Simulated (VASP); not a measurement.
# Si (Ia-3) in VASP: further runs, part 2 of 2

VASP 6.6.1. The steps go on from the part before.

## 3. Single point, LDA

This run uses another cell than the first one, of 18.43 Å³/atom.

File INCAR:

```
SYSTEM = Si
PREC = Accurate ; ENCUT = 520
EDIFF = 1E-7 ; ISMEAR = -1
SIGMA = 0.02 ; LREAL = .FALSE.
LASPH = .TRUE. ; NELM = 60
ALGO = Normal ; ISIF = 2
LWAVE = .FALSE. ; LCHARG = .TRUE.
GGA = CA ; LELF = .TRUE.
LVHAR = .TRUE. ; NBANDS = 26
```

File KPOINTS:

```
Automatic mesh
0
G
  8 8 8
  0 0 0
```

File POSCAR:

```
Si
1.0
   -3.3278250000      3.3278250000      3.3278250000
    3.3278250000     -3.3278250000      3.3278250000
    3.3278250000      3.3278250000     -3.3278250000
Si
8
Direct
    0.7031140000      0.7031140000      0.7031140000
    0.5000000000      0.0000000000      0.7968860000
    0.0000000000      0.7968860000      0.5000000000
    0.7968860000      0.5000000000      0.0000000000
    0.2968860000      0.2968860000      0.2968860000
    0.5000000000      0.0000000000      0.2031140000
    0.0000000000      0.2031140000      0.5000000000
    0.2031140000      0.5000000000      0.0000000000
```

Potentials or basis: VASP PAW LDA potentials, release 64 (Si).

Command:

```sh
> cat potpaw_LDA.64/Si/POTCAR > POTCAR
> mpirun -np 1 vasp_std > vasp.out
```

OUTCAR:

```text
SYSTEM = Si
   PREC = Accurate
   ENCUT = 520
   EDIFF = 1E-7
   ISMEAR = -1
   LREAL = .FALSE.
   LASPH = .TRUE.
   NELM = 60
   ISIF = 2
   GGA = CA

 ion  position               nearest neighbor table
   1  0.703  0.703  0.703-   5 2.34   3 2.39   4 2.39   2 2.39
   2  0.500  0.000  0.797-   6 2.34   4 2.39   1 2.39   3 2.39
   3  0.000  0.797  0.500-   7 2.34   1 2.39   4 2.39   2 2.39
   4  0.797  0.500  0.000-   8 2.34   3 2.39   1 2.39   2 2.39
   5  0.297  0.297  0.297-   1 2.34   6 2.39   7 2.39   8 2.39
   6  0.500  0.000  0.203-   2 2.34   5 2.39   8 2.39   7 2.39
   7  0.000  0.203  0.500-   3 2.34   5 2.39   8 2.39   6 2.39
   8  0.203  0.500  0.000-   4 2.34   5 2.39   6 2.39   7 2.39

  LATTYP: Found a body centered cubic cell.
 ALAT       =     6.6556500000

  Lattice vectors:

 A1 = (  -3.3278250000,   3.3278250000,   3.3278250000)
 A2 = (   3.3278250000,  -3.3278250000,   3.3278250000)
 A3 = (   3.3278250000,   3.3278250000,  -3.3278250000)

Analysis of symmetry for initial positions (statically):
=====================================================================
 Subroutine PRICEL returns:
 Original cell was already a primitive cell.

 Routine SETGRP: Setting up the symmetry group for a
 body centered cubic supercell.

 Subroutine GETGRP returns: Found 24 space group operations
 (whereof  6 operations were pure point group operations)
 out of a pool of 48 trial point group operations.

The static configuration has the point symmetry S_6 .
 The point group associated with its full space group is T_h .

Analysis of symmetry for dynamics (positions and initial velocities):
=====================================================================
 Subroutine PRICEL returns:
 Original cell was already a primitive cell.

 Routine SETGRP: Setting up the symmetry group for a
 body centered cubic supercell.

[... 134 lines left out ...]
   IALGO  =     38    algorithm
   IMIX   =      4    mixing-type and parameters
     AMIX     =   0.40;   BMIX     =  1.00
     AMIX_MAG =   1.60;   BMIX_MAG =  1.00
  volume/ion in A,a.u.               =      18.43       124.35
  Fermi-wavevector in a.u.,A,eV,Ry     =   0.983885  1.859273 13.170844  0.968030
  Thomas-Fermi vector in A             =   2.115076
   LORBIT       =      0    0 simple, 1 ext, 2 COOP (PROOUT), +10 PAW based schemes
   GGA     = CA    functional components
   LHFCALC =     F    Hartree Fock is set to
   AEXX    =    0.0000 exact exchange contribution
   IVDW    =     0    specifies the selected vdW correction
   LEPSILON=     F    determine dielectric tensor
   LRPA    =     F    only Hartree local field effects (RPA)
 non-spin polarized calculation
  energy-cutoff  :      520.00
  volume of cell :      147.41
 maximum number of plane-waves:      4028
 NGX is ok and might be reduce to    48
   NGX = 21   NGY = 21   NGZ = 21

 number of electron      32.0000000 magnetization

 Free energy of the ion-electron system (eV)
  ---------------------------------------------------
  ext. energy  EPLUGINS =         0.00000000
  ---------------------------------------------------
  free energy    TOTEN  =       -46.63941843 eV

  energy without entropy =      -46.63787208  energy(sigma->0) =      -46.63864525

 E-fermi :   6.9451     XC(G=0): -10.0693

 val. band max:        6.9226221292   @ k =   0.5000   0.5000   0.3750
 cond. band min:       6.9451120077   @ k =   0.5000   0.5000   0.3750
 fundamental gap:      0.0224898784
 Fermi energy:         6.9450577453

 k-point     1 :       0.0000    0.0000    0.0000
  band No.  band energies     occupation
      1      -5.6455      2.00000
      2      -1.3384      2.00000
      3      -0.9802      2.00000
      4      -0.9802      2.00000
      5      -0.9802      2.00000
      6       0.5490      2.00000
[... 685 lines left out ...]
     25      11.0926      0.00000
     26      11.3005      0.00000

 [... further k-points ...]
[... 5 lines left out ...]
  --------------------------------------------------------------------------------------
  -------------------------------------------------------------------------------------
  Total       -3.2445400     -3.2445400     -3.2445400      0.0000000     -0.0000000     -0.0000000
  in kB      -35.2632458    -35.2632458    -35.2632458      0.0000000     -0.0000000     -0.0000000
  external PRESSURE =     -35.2632458 kB  Pullay stress =       0.0000000 kB

 VOLUME and BASIS-vectors are now :
 -----------------------------------------------------------------------------
  energy-cutoff  :      520.00
  volume of cell :      147.41
      direct lattice vectors                 reciprocal lattice vectors
    -3.327825000  3.327825000  3.327825000     0.000000000  0.150248285  0.150248285
     3.327825000 -3.327825000  3.327825000     0.150248285  0.000000000  0.150248285
     3.327825000  3.327825000 -3.327825000     0.150248285  0.150248285  0.000000000

 POSITION                                       TOTAL-FORCE (eV/Angst)
 -----------------------------------------------------------------------------------
      2.33984      2.33984      2.33984        -0.035522     -0.035522     -0.035522
      0.98798      4.31581     -0.98798         0.035522      0.035522     -0.035522
      4.31581     -0.98798      0.98798         0.035522     -0.035522      0.035522
     -0.98798      0.98798      4.31581        -0.035522      0.035522      0.035522
      0.98798      0.98798      0.98798         0.035522      0.035522      0.035522
     -0.98798      2.33984      0.98798        -0.035522     -0.035522      0.035522
      2.33984      0.98798     -0.98798        -0.035522      0.035522     -0.035522
      0.98798     -0.98798      2.33984         0.035522     -0.035522     -0.035522
 -----------------------------------------------------------------------------------
    total drift:                               -0.000000      0.000000     -0.000000

  FREE ENERGIE OF THE ION-ELECTRON SYSTEM (eV)
  ---------------------------------------------------
  free  energy   TOTEN  =       -46.6394184256 eV

  energy  without entropy=      -46.6378720779  energy(sigma->0) =      -46.63864525
```

stdout:

```text
POSCAR found type information on POSCAR Si
 POSCAR found :  1 types and       8 ions
 scaLAPACK will be used
 LDA part: xc-table for (Slater(with rela. corr.)+CA(PZ))
 , standard interpolation
 POSCAR, INCAR and KPOINTS ok, starting setup
 FFT: planning ... GRIDC
 FFT: planning ... GRID_SOFT
 FFT: planning ... GRID
 WAVECAR not read
 entering main loop
```

It took 2.1 min on 1 thread of Intel Xeon Platinum 8488C (Sapphire Rapids), shared host; peak memory 0.28 GiB.

What came out:

```
Free energy            : -46.6394 eV
Pressure               : -3.5 GPa
Largest force          : 0.062 eV/Å
Band gap on the k mesh : zero (bands 16 and 17 overlap by 0.19 eV)
```

Forces in eV/Å, atoms in the order of the input:
```
Si  -0.036 -0.036 -0.036
Si   0.036  0.036 -0.036
Si   0.036 -0.036  0.036
Si  -0.036  0.036  0.036
Si   0.036  0.036  0.036
Si  -0.036 -0.036  0.036
Si  -0.036  0.036 -0.036
Si   0.036 -0.036 -0.036
```

Caveat: the cell stands under tension; semilocal functionals underestimate gaps, so a narrow gap can read as zero.

## 4. Single point, LDA

This run uses another cell than the first one, of 18.98 Å³/atom.

File INCAR:

```
SYSTEM = Si
  PREC = Accurate
  ENCUT = 520
  EDIFF = 1E-6
  ISMEAR = -1
  SIGMA = 0.02
  LREAL = .FALSE.
  LASPH = .TRUE.
  NELM = 60
  ALGO = Normal
  ISIF = 2
  LWAVE = .FALSE.
  LCHARG = .FALSE.
  NBANDS = 26
```

File KPOINTS:

```
regular mesh
0
G
  8 8 8
  0 0 0
```

POSCAR, as its differences from that of step 3:

```diff
@@ -2,5 +2,5 @@
 1.0
-   -3.3278250000      3.3278250000      3.3278250000
-    3.3278250000     -3.3278250000      3.3278250000
-    3.3278250000      3.3278250000     -3.3278250000
+   -3.3607759053      3.3607759053      3.3607759053
+    3.3607759053     -3.3607759053      3.3607759053
+    3.3607759053      3.3607759053     -3.3607759053
 Si
```

Potentials or basis: VASP PAW LDA potentials, release 64 (Si).

Command:

```sh
> cat potpaw_LDA.64/Si/POTCAR > POTCAR
> mpirun -np 1 vasp_std > vasp.out
```

OUTCAR:

```text
SYSTEM = Si
   PREC = Accurate
   ENCUT = 520
   EDIFF = 1E-6
   ISMEAR = -1
   LREAL = .FALSE.
   LASPH = .TRUE.
   NELM = 60
   ISIF = 2

 ion  position               nearest neighbor table
   1  0.703  0.703  0.703-   5 2.36   3 2.42   4 2.42   2 2.42
   2  0.500  0.000  0.797-   6 2.36   1 2.42   4 2.42   3 2.42
   3  0.000  0.797  0.500-   7 2.36   1 2.42   4 2.42   2 2.42
   4  0.797  0.500  0.000-   8 2.36   3 2.42   1 2.42   2 2.42
   5  0.297  0.297  0.297-   1 2.36   6 2.42   7 2.42   8 2.42
   6  0.500  0.000  0.203-   2 2.36   5 2.42   7 2.42   8 2.42
   7  0.000  0.203  0.500-   3 2.36   5 2.42   8 2.42   6 2.42
   8  0.203  0.500  0.000-   4 2.36   5 2.42   7 2.42   6 2.42

  LATTYP: Found a body centered cubic cell.
 ALAT       =     6.7215518106

  Lattice vectors:

 A1 = (  -3.3607759053,   3.3607759053,   3.3607759053)
 A2 = (   3.3607759053,  -3.3607759053,   3.3607759053)
 A3 = (   3.3607759053,   3.3607759053,  -3.3607759053)

Analysis of symmetry for initial positions (statically):
=====================================================================
 Subroutine PRICEL returns:
 Original cell was already a primitive cell.

 Routine SETGRP: Setting up the symmetry group for a
 body centered cubic supercell.

 Subroutine GETGRP returns: Found 24 space group operations
 (whereof  6 operations were pure point group operations)
 out of a pool of 48 trial point group operations.

The static configuration has the point symmetry S_6 .
 The point group associated with its full space group is T_h .

Analysis of symmetry for dynamics (positions and initial velocities):
=====================================================================
 Subroutine PRICEL returns:
 Original cell was already a primitive cell.

 Routine SETGRP: Setting up the symmetry group for a
 body centered cubic supercell.

 Subroutine GETGRP returns: Found 24 space group operations
 (whereof  6 operations were pure point group operations)
 out of a pool of 48 trial point group operations.

The dynamic configuration has the point symmetry S_6 .
 The point group associated with its full space group is T_h .

 Subroutine INISYM returns: Found 24 space group operations
 (whereof  6 operations are pure point group operations),
 and found     1 'primitive' translations

----------------------------------------------------------------------------------------

                                     Primitive cell

  volume of cell :     151.8374

  direct lattice vectors                    reciprocal lattice vectors
    -3.360775905  3.360775905  3.360775905     0.000000000  0.148775168  0.148775168
     3.360775905 -3.360775905  3.360775905     0.148775168  0.000000000  0.148775168
     3.360775905  3.360775905 -3.360775905     0.148775168  0.148775168  0.000000000

  length of vectors
     5.821034621  5.821034621  5.821034621     0.210399860  0.210399860  0.210399860

  position of ions in fractional coordinates (direct lattice)
     0.703114000  0.703114000  0.703114000
     0.500000000  0.000000000  0.796886000
     0.000000000  0.796886000  0.500000000
     0.796886000  0.500000000  0.000000000
     0.296886000  0.296886000  0.296886000
     0.500000000  0.000000000  0.203114000
     0.000000000  0.203114000  0.500000000
     0.203114000  0.500000000  0.000000000

[... 37 lines left out ...]
 Following reciprocal coordinates:
            Coordinates               Weight
  0.000000  0.000000  0.000000      1.000000
  0.125000  0.000000  0.000000     12.000000
  0.250000  0.000000  0.000000     12.000000
  0.375000  0.000000  0.000000     12.000000
  0.500000  0.000000  0.000000      6.000000
  0.125000  0.125000  0.000000     24.000000
[... 16 lines left out ...]
  0.500000  0.500000  0.125000     12.000000
 -0.375000  0.500000  0.125000     24.000000
 [... further k-points ...]
   k-points           NKPTS =     35   k-points in BZ     NKDIM =     35   number of bands    NBANDS=     26
   number of dos      NEDOS =    301   number of ions     NIONS =      8
   total plane-waves  NPLWV = 110592
   dimension x,y,z NGX =    48 NGY =   48 NGZ =   48
   dimension x,y,z NGXF=    96 NGYF=   96 NGZF=   96
   ions per type =               8
   NGX,Y,Z   is equivalent  to a cutoff of  13.71, 13.71, 13.71 a.u.
   NGXF,Y,Z  is equivalent  to a cutoff of  27.42, 27.42, 27.42 a.u.
 SYSTEM =  Si
   PREC   = accura    normal or accurate (medium, high low for compatibility)
   ISTART =      0    job   : 0-new  1-cont  2-samecut
   ICHARG =      2    charge: 1-file 2-atom 10-const
   ISPIN  =      1    spin polarized calculation?
   LNONCOLLINEAR =      F non collinear calculations
   LSORBIT =      F    spin-orbit coupling
   LASPH  =      T    aspherical Exc in radial PAW
   ENCUT  =  520.0 eV  38.22 Ry    6.18 a.u.  10.82 10.82 10.82*2*pi/ulx,y,z
   NELM   =     60;   NELMIN=  2; NELMDL= -5     # of ELM steps
   EDIFF  = 0.1E-05   stopping-criterion for ELM
   LREAL  =      F    real-space projection
   EDIFFG = 0.1E-04   stopping-criterion for IOM
   NSW    =      0    number of steps for IOM
   IBRION =     -1    ionic relax: 0-MD 1-quasi-New 2-CG
   NFREE  =      0    steps in history (QN), initial steepest desc. (CG)
   ISIF   =      2    stress and relaxation
   ISYM   =      2    0-nonsym 1-usesym 2-fastsym
   POTIM  = 0.5000    time-step for ionic-motion
   TEBEG  =    0.0;   TEEND  =   0.0 temperature during run
   PSTRESS=    0.0 pullay stress
   NELECT =      32.0000    total number of electrons
   NUPDOWN=      -1.0000    fix difference up-down
   EMIN   =  10.00;   EMAX   =-10.00  energy-range for DOS
   EFERMI =   0.00;   METHOD = LEGACY
   ISMEAR =    -1;   SIGMA  =   0.02  broadening in eV -4-tet -1-fermi 0-gaus
   EFERMI_NEDOS =   21; number of points for ismear=-14 and -15
   IALGO  =     38    algorithm
   IMIX   =      4    mixing-type and parameters
     AMIX     =   0.40;   BMIX     =  1.00
     AMIX_MAG =   1.60;   BMIX_MAG =  1.00
  volume/ion in A,a.u.               =      18.98       128.08
  Fermi-wavevector in a.u.,A,eV,Ry     =   0.974238  1.841044 12.913842  0.949141
  Thomas-Fermi vector in A             =   2.104682
   LORBIT       =      0    0 simple, 1 ext, 2 COOP (PROOUT), +10 PAW based schemes
   GGA     = CA    functional components
   LHFCALC =     F    Hartree Fock is set to
   AEXX    =    0.0000 exact exchange contribution
   IVDW    =     0    specifies the selected vdW correction
   LEPSILON=     F    determine dielectric tensor
   LRPA    =     F    only Hartree local field effects (RPA)
 non-spin polarized calculation
  energy-cutoff  :      520.00
  volume of cell :      151.84
 maximum number of plane-waves:      4124
 NGX is ok and might be reduce to    48
   NGX = 21   NGY = 21   NGZ = 21

 number of electron      32.0000000 magnetization

 Free energy of the ion-electron system (eV)
  ---------------------------------------------------
  ext. energy  EPLUGINS =         0.00000000
  ---------------------------------------------------
  free energy    TOTEN  =       -46.50768557 eV

  energy without entropy =      -46.50612087  energy(sigma->0) =      -46.50690322

 E-fermi :   6.6276     XC(G=0):  -9.9565

 val. band max:        6.6183128374   @ k =   0.5000   0.5000   0.3750
 cond. band min:       6.7196149037   @ k =  -0.3750  -0.3750   0.1250
 fundamental gap:      0.1013020663
 Fermi energy:         6.6275781305

 k-point     1 :       0.0000    0.0000    0.0000
  band No.  band energies     occupation
      1      -5.7496      2.00000
      2      -1.5989      2.00000
      3      -1.2184      2.00000
      4      -1.2184      2.00000
      5      -1.2184      2.00000
      6       0.3129      2.00000
[... 685 lines left out ...]
     25      10.7267      0.00000
     26      10.9249      0.00000

 [... further k-points ...]
[... 5 lines left out ...]
  --------------------------------------------------------------------------------------
  -------------------------------------------------------------------------------------
  Total       -5.6704331     -5.6704331     -5.6704331      0.0000000     -0.0000000      0.0000000
  in kB      -59.8340170    -59.8340170    -59.8340170      0.0000000     -0.0000000      0.0000000
  external PRESSURE =     -59.8340170 kB  Pullay stress =       0.0000000 kB

 VOLUME and BASIS-vectors are now :
 -----------------------------------------------------------------------------
  energy-cutoff  :      520.00
  volume of cell :      151.84
      direct lattice vectors                 reciprocal lattice vectors
    -3.360775905  3.360775905  3.360775905     0.000000000  0.148775168  0.148775168
     3.360775905 -3.360775905  3.360775905     0.148775168  0.000000000  0.148775168
     3.360775905  3.360775905 -3.360775905     0.148775168  0.148775168  0.000000000

 POSITION                                       TOTAL-FORCE (eV/Angst)
 -----------------------------------------------------------------------------------
      2.36301      2.36301      2.36301        -0.107925     -0.107925     -0.107925
      0.99777      4.35854     -0.99777         0.107925      0.107925     -0.107925
      4.35854     -0.99777      0.99777         0.107925     -0.107925      0.107925
     -0.99777      0.99777      4.35854        -0.107925      0.107925      0.107925
      0.99777      0.99777      0.99777         0.107925      0.107925      0.107925
     -0.99777      2.36301      0.99777        -0.107925     -0.107925      0.107925
      2.36301      0.99777     -0.99777        -0.107925      0.107925     -0.107925
      0.99777     -0.99777      2.36301         0.107925     -0.107925     -0.107925
 -----------------------------------------------------------------------------------
    total drift:                               -0.000000      0.000000     -0.000000

  FREE ENERGIE OF THE ION-ELECTRON SYSTEM (eV)
  ---------------------------------------------------
  free  energy   TOTEN  =       -46.5076855719 eV

  energy  without entropy=      -46.5061208723  energy(sigma->0) =      -46.50690322
```

It took 98 s on 1 thread of Intel Xeon Platinum 8488C (Sapphire Rapids), shared host; peak memory 0.28 GiB.

Results:

- Free energy: -46.5077 eV
- Pressure: -6.0 GPa
- Largest force: 0.187 eV/Å
- Band gap on the k mesh: zero (bands 16 and 17 overlap by 0.19 eV)

Forces in eV/Å, atoms in the order of the input:
```
Si  -0.108 -0.108 -0.108
Si   0.108  0.108 -0.108
Si   0.108 -0.108  0.108
Si  -0.108  0.108  0.108
Si   0.108  0.108  0.108
Si  -0.108 -0.108  0.108
Si  -0.108  0.108 -0.108
Si   0.108 -0.108 -0.108
```

Caveat: the cell stands under tension; semilocal functionals underestimate gaps, so a narrow gap can read as zero.

## 5. Overview

| cell | gap on the mesh (eV) | pressure (GPa) | largest force (eV/Å) |
| --- | --- | --- | --- |
| a = 5.706 Å, angles 109.5°, 8 atoms | none | -0.6 | 0.08 |
| a = 5.764 Å, angles 109.5°, 8 atoms | none | -3.5 | 0.06 |
| a = 5.821 Å, angles 109.5°, 8 atoms | none | -6.0 | 0.19 |

Alike in all rows: task single point; level LDA; potentials or basis VASP PAW LDA potentials, release 64 (Si); no spin polarisation; k mesh 8 × 8 × 8; cutoff (eV) 520; smearing fermi-dirac 0.02 eV.

Caveats: semilocal functionals underestimate gaps, so a narrow gap can read as zero; the cell stands under tension (at least some runs).

Absolute energies hang on the potentials; compare differences alone.
